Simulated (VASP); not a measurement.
# KGe2Rh2 (I4/mmm) in VASP: single point with PBE

Aim: the single point of KGe2Rh2 with PBE.

Program: VASP 6.6.1. These are calculated values, not measurements. Logs are shortened: lines on timing, memory, paths and dates and some standing lists are left out, and cuts for length are marked.

**1. The cell of the first run**

It takes space group I4/mmm (No. 139, tetragonal). The conventional cell has a = 4.325 Å, b = 4.325 Å, c = 12.427 Å, α = 90.00°, β = 90.00°, γ = 90.00°. Rh (site symmetry -4m2) has 4 Ge at 2.33 Å and 4 Rh at 3.06 Å within 3.1 Å. K (site symmetry 4/mmm) has 8 Rh at 3.79 Å and 10 Ge at 3.80 to 3.96 Å and 4 K at 4.32 Å within 5.0 Å. Ge (site symmetry 4mm) has 4 Rh at 2.33 Å within 3.1 Å.

**2. Single point, PBE**

INCAR

```
PREC     = Accurate       # precision mode
ENCUT    = 520            # plane-wave cutoff, eV
EDIFF    = 1E-6           # SCF threshold, eV
ISMEAR   = -1             # smearing method
SIGMA    = 0.065          # smearing width, eV
LREAL    = False          # projectors in reciprocal space
LASPH    = True           # aspherical terms in the spheres
NELM     = 80             # most SCF steps
ALGO     = Normal         # electronic algorithm
ISIF     = 2              # what is computed and relaxed
LWAVE    = False          # write WAVECAR
LCHARG   = False          # write CHGCAR
GGA      = PE             # functional
NBANDS   = 42             # bands
```

KPOINTS

```
Automatic mesh
0
Gamma
  8 8 8
```

POSCAR

```
KGe2Rh2
1.0
    0.0000000000      4.3245380000      0.0000000000
    4.3245380000      0.0000000000      0.0000000000
    2.1622690000      2.1622690000     -6.2134160000
Rh K Ge
2 1 2
Direct
    0.7500000000      0.2500000000      0.5000000000
    0.2500000000      0.7500000000      0.5000000000
    0.0000000000      0.0000000000      0.0000000000
    0.3190000000      0.3190000000      0.3620000000
    0.6810000000      0.6810000000      0.6380000000
```

Potentials or basis: VASP PAW PBE potentials, release 64 (Rh_pv, K_sv, Ge_d).

Launch:

```console
$ cat potpaw_PBE.64/Rh_pv/POTCAR potpaw_PBE.64/K_sv/POTCAR potpaw_PBE.64/Ge_d/POTCAR > POTCAR
$ mpirun -np 1 vasp_std > vasp.out
```

OUTCAR:

```text
PREC = Accurate
   ENCUT = 520
   EDIFF = 1E-6
   ISMEAR = -1
   LREAL = False
   LASPH = True
   NELM = 80
   ISIF = 2
   GGA = PE

 ion  position               nearest neighbor table
   1  0.750  0.250  0.500-   4 2.33   5 2.33   4 2.33   5 2.33   2 3.06   2 3.06   2 3.06   2 3.06

   2  0.250  0.750  0.500-   4 2.33   5 2.33   4 2.33   5 2.33   1 3.06   1 3.06   1 3.06   1 3.06

   3  0.000  0.000  0.000-
   4  0.319  0.319  0.362-   1 2.33   2 2.33   2 2.33   1 2.33
   5  0.681  0.681  0.638-   1 2.33   2 2.33   2 2.33   1 2.33

  LATTYP: Found a body centered tetragonal cell.
 ALAT       =     4.3245380000
 C/A-ratio  =     2.8735629101

  Lattice vectors:

 A1 = (  -2.1622690000,   2.1622690000,   6.2134160000)
 A2 = (   2.1622690000,  -2.1622690000,   6.2134160000)
 A3 = (   2.1622690000,   2.1622690000,  -6.2134160000)

Analysis of symmetry for initial positions (statically):
=====================================================================
 Subroutine PRICEL returns:
 Original cell was already a primitive cell.

 Routine SETGRP: Setting up the symmetry group for a
 body centered tetragonal supercell.

 Subroutine GETGRP returns: Found 16 space group operations
 (whereof 16 operations were pure point group operations)
 out of a pool of 16 trial point group operations.

The static configuration has the point symmetry D_4h.

Analysis of symmetry for dynamics (positions and initial velocities):
=====================================================================
 Subroutine PRICEL returns:
 Original cell was already a primitive cell.

 Routine SETGRP: Setting up the symmetry group for a
 body centered tetragonal supercell.

 Subroutine GETGRP returns: Found 16 space group operations
 (whereof 16 operations were pure point group operations)
 out of a pool of 16 trial point group operations.

The dynamic configuration has the point symmetry D_4h.

 Subroutine INISYM returns: Found 16 space group operations
 (whereof 16 operations are pure point group operations),
 and found     1 'primitive' translations

----------------------------------------------------------------------------------------

                                     Primitive cell

  volume of cell :     116.2010

  direct lattice vectors                    reciprocal lattice vectors
     0.000000000  4.324538000  0.000000000     0.000000000  0.231238574  0.080471032
     4.324538000  0.000000000  0.000000000     0.231238574  0.000000000  0.080471032
     2.162269000  2.162269000 -6.213416000     0.000000000  0.000000000 -0.160942065

  length of vectors
     4.324538000  4.324538000  6.925124753     0.244840489  0.244840489  0.160942065

  position of ions in fractional coordinates (direct lattice)
     0.750000000  0.250000000  0.500000000
     0.250000000  0.750000000  0.500000000
     0.000000000  0.000000000  0.000000000
     0.319000000  0.319000000  0.362000000
     0.681000000  0.681000000  0.638000000

  ion indices of the primitive-cell ions
   primitive index   ion index
                 1           1
                 2           2
                 3           3
                 4           4
                 5           5

----------------------------------------------------------------------------------------

 KPOINTS: Automatic mesh

Automatic generation of k-mesh.
 Grid dimensions read from file:
 generate k-points for:    8    8    8

 Generating k-lattice:

  Cartesian coordinates                     Fractional coordinates (reciprocal lattice)
     0.000000000  0.028904822  0.010058879     0.125000000  0.000000000  0.000000000
     0.028904822  0.000000000  0.010058879     0.000000000  0.125000000  0.000000000
     0.000000000  0.000000000 -0.020117758     0.000000000  0.000000000  0.125000000

  Length of vectors
     0.030605061  0.030605061  0.020117758

  Shift w.r.t. Gamma in fractional coordinates (k-lattice)
     0.000000000  0.000000000  0.000000000

 Subroutine IBZKPT returns following result:
 ===========================================

 Found     59 irreducible k-points:

 Following reciprocal coordinates:
            Coordinates               Weight
  0.000000  0.000000  0.000000      1.000000
  0.125000  0.000000  0.000000      8.000000
  0.250000  0.000000  0.000000      8.000000
  0.375000  0.000000  0.000000      8.000000
  0.500000  0.000000  0.000000      4.000000
  0.125000  0.125000  0.000000      8.000000
[... 16 lines left out ...]
  0.250000  0.000000  0.125000      4.000000
  0.375000  0.000000  0.125000      8.000000
 [... further k-points ...]
   k-points           NKPTS =     59   k-points in BZ     NKDIM =     59   number of bands    NBANDS=     42
   number of dos      NEDOS =    301   number of ions     NIONS =      5
   total plane-waves  NPLWV =  55296
   dimension x,y,z NGX =    32 NGY =   32 NGZ =   54
   dimension x,y,z NGXF=    64 NGYF=   64 NGZF=  108
   ions per type =               2   1   2
   NGX,Y,Z   is equivalent  to a cutoff of  12.30, 12.30, 12.96 a.u.
   NGXF,Y,Z  is equivalent  to a cutoff of  24.60, 24.60, 25.93 a.u.
 SYSTEM =  unknown system
   PREC   = accura    normal or accurate (medium, high low for compatibility)
   ISTART =      0    job   : 0-new  1-cont  2-samecut
   ICHARG =      2    charge: 1-file 2-atom 10-const
   ISPIN  =      1    spin polarized calculation?
   LNONCOLLINEAR =      F non collinear calculations
   LSORBIT =      F    spin-orbit coupling
   LASPH  =      T    aspherical Exc in radial PAW
   ENCUT  =  520.0 eV  38.22 Ry    6.18 a.u.   8.04  8.04 12.88*2*pi/ulx,y,z
   NELM   =     80;   NELMIN=  2; NELMDL= -5     # of ELM steps
   EDIFF  = 0.1E-05   stopping-criterion for ELM
   LREAL  =      F    real-space projection
   EDIFFG = 0.1E-04   stopping-criterion for IOM
   NSW    =      0    number of steps for IOM
   IBRION =     -1    ionic relax: 0-MD 1-quasi-New 2-CG
   NFREE  =      0    steps in history (QN), initial steepest desc. (CG)
   ISIF   =      2    stress and relaxation
   ISYM   =      2    0-nonsym 1-usesym 2-fastsym
   POTIM  = 0.5000    time-step for ionic-motion
   TEBEG  =    0.0;   TEEND  =   0.0 temperature during run
   PSTRESS=    0.0 pullay stress
   NELECT =      67.0000    total number of electrons
   NUPDOWN=      -1.0000    fix difference up-down
   EMIN   =  10.00;   EMAX   =-10.00  energy-range for DOS
   EFERMI =   0.00;   METHOD = LEGACY
   ISMEAR =    -1;   SIGMA  =   0.07  broadening in eV -4-tet -1-fermi 0-gaus
   EFERMI_NEDOS =   21; number of points for ismear=-14 and -15
   IALGO  =     38    algorithm
   IMIX   =      4    mixing-type and parameters
     AMIX     =   0.40;   BMIX     =  1.00
     AMIX_MAG =   1.60;   BMIX_MAG =  1.00
  volume/ion in A,a.u.               =      23.24       156.83
  Fermi-wavevector in a.u.,A,eV,Ry     =   1.362584  2.574910 25.261038  1.856634
  Thomas-Fermi vector in A             =   2.489061
   LORBIT       =      0    0 simple, 1 ext, 2 COOP (PROOUT), +10 PAW based schemes
   GGA     = PE    functional components
   LHFCALC =     F    Hartree Fock is set to
   AEXX    =    0.0000 exact exchange contribution
   IVDW    =     0    specifies the selected vdW correction
   LEPSILON=     F    determine dielectric tensor
   LRPA    =     F    only Hartree local field effects (RPA)
 non-spin polarized calculation
  energy-cutoff  :      520.00
  volume of cell :      116.20
 maximum number of plane-waves:      3168
   NGX = 17   NGY = 17   NGZ = 25

 number of electron      67.0000030 magnetization

 Free energy of the ion-electron system (eV)
  ---------------------------------------------------
  ext. energy  EPLUGINS =         0.00000000
  ---------------------------------------------------
  free energy    TOTEN  =       -25.81693375 eV

  energy without entropy =      -25.76627068  energy(sigma->0) =      -25.79160222

 E-fermi :   4.8062     XC(G=0):  -9.7616

 val. band max:        4.8021932057   @ k =  -0.2500   0.2500   0.0000
 cond. band min:       4.8211369686   @ k =  -0.3750   0.1250   0.0000
 fundamental gap:      0.0189437629
 Fermi energy:         4.8062399661

 k-point     1 :       0.0000    0.0000    0.0000
  band No.  band energies     occupation
      1     -42.0045      2.00000
      2     -42.0045      2.00000
      3     -41.9004      2.00000
      4     -41.9004      2.00000
      5     -41.5122      2.00000
      6     -41.4911      2.00000
[... 34 lines left out ...]
     41       9.4359      0.00000
     42      11.6207      0.00000

 k-point     2 :       0.1250    0.0000    0.0000
  band No.  band energies     occupation
      1     -42.0010      2.00000
      2     -42.0005      2.00000
      3     -41.9049      2.00000
      4     -41.9044      2.00000
      5     -41.5113      2.00000
      6     -41.4918      2.00000
[... 34 lines left out ...]
     41      10.2595      0.00000
     42      11.0571      0.00000

 k-point     3 :       0.2500    0.0000    0.0000
  band No.  band energies     occupation
      1     -41.9911      2.00000
      2     -41.9893      2.00000
      3     -41.9175      2.00000
      4     -41.9158      2.00000
      5     -41.5087      2.00000
      6     -41.4937      2.00000
[... 34 lines left out ...]
     41      10.1293      0.00000
     42      11.3366      0.00000

 k-point     4 :       0.3750    0.0000    0.0000
  band No.  band energies     occupation
      1     -41.9755      2.00000
      2     -41.9726      2.00000
      3     -41.9357      2.00000
      4     -41.9327      2.00000
      5     -41.5049      2.00000
      6     -41.4968      2.00000
[... 844 lines left out ...]
     41       9.5867      0.00000
     42      10.9898      0.00000

 k-point    23 :       0.2500    0.0000    0.1250
  band No.  band energies     occupation
      1     -41.9911      2.00000
      2     -41.9893      2.00000
      3     -41.9175      2.00000
      4     -41.9158      2.00000
      5     -41.5087      2.00000
      6     -41.4937      2.00000
[... 34 lines left out ...]
     41      10.4267      0.00000
     42      11.4425      0.00000

 k-point    24 :       0.3750    0.0000    0.1250
  band No.  band energies     occupation
      1     -41.9755      2.00000
      2     -41.9726      2.00000
      3     -41.9357      2.00000
      4     -41.9327      2.00000
      5     -41.5049      2.00000
      6     -41.4968      2.00000
[... 34 lines left out ...]
     41      10.1014      0.00000
     42      10.8979      0.00000

 [... further k-points ...]

------------------------ aborting loop because EDIFF is reached ----------------------------------------

  FORCE on cell =-STRESS in cart. coord.  units (eV):
  Direction    XX          YY          ZZ          XY          YZ          ZX
  --------------------------------------------------------------------------------------
  -------------------------------------------------------------------------------------
  Total        7.8867571      7.8867571      3.4238016      0.0000000     -0.0000000      0.0000000
  in kB      108.7424665    108.7424665     47.2073153      0.0000000     -0.0000000      0.0000000
  external PRESSURE =      88.2307494 kB  Pullay stress =       0.0000000 kB

 VOLUME and BASIS-vectors are now :
 -----------------------------------------------------------------------------
  energy-cutoff  :      520.00
  volume of cell :      116.20
      direct lattice vectors                 reciprocal lattice vectors
     0.000000000  4.324538000  0.000000000     0.000000000  0.231238574  0.080471032
     4.324538000  0.000000000  0.000000000     0.231238574  0.000000000  0.080471032
     2.162269000  2.162269000 -6.213416000     0.000000000  0.000000000 -0.160942065

 POSITION                                       TOTAL-FORCE (eV/Angst)
 -----------------------------------------------------------------------------------
      2.16227      4.32454     -3.10671         0.000000      0.000000      0.000000
      4.32454      2.16227     -3.10671        -0.000000     -0.000000      0.000000
      0.00000      0.00000      0.00000        -0.000000     -0.000000      0.000000
      2.16227      2.16227     -2.24926        -0.000000     -0.000000      2.512127
      4.32454      4.32454     -3.96416         0.000000      0.000000     -2.512127
 -----------------------------------------------------------------------------------
    total drift:                               -0.000000      0.000000     -0.000000

  FREE ENERGIE OF THE ION-ELECTRON SYSTEM (eV)
  ---------------------------------------------------
  free  energy   TOTEN  =       -25.8169337505 eV

  energy  without entropy=      -25.7662706813  energy(sigma->0) =      -25.79160222
```

It took 3.3 min on 1 thread of Intel Xeon Platinum 8259CL at 2.50GHz (Skylake/Cascade Lake), shared host; peak memory 0.4 GiB.

What came out:

```yaml
Free_energy: -25.8169 eV
Pressure: 8.8 GPa
Largest_force: 2.512 eV/Å
Band_gap_on_the_k_mesh: zero (an odd number of electrons rules out a gap without spin polarisation)
```

Forces in eV/Å, atoms in the order of the input:
```
Rh   0.000  0.000  0.000
Rh   0.000  0.000  0.000
K    0.000  0.000  0.000
Ge   0.000  0.000  2.512
Ge   0.000  0.000 -2.512
```

Caveat: the cell stands under pressure; forces of over 1 eV/Å act on the atoms, so gaps and moduli don't describe the material at rest.
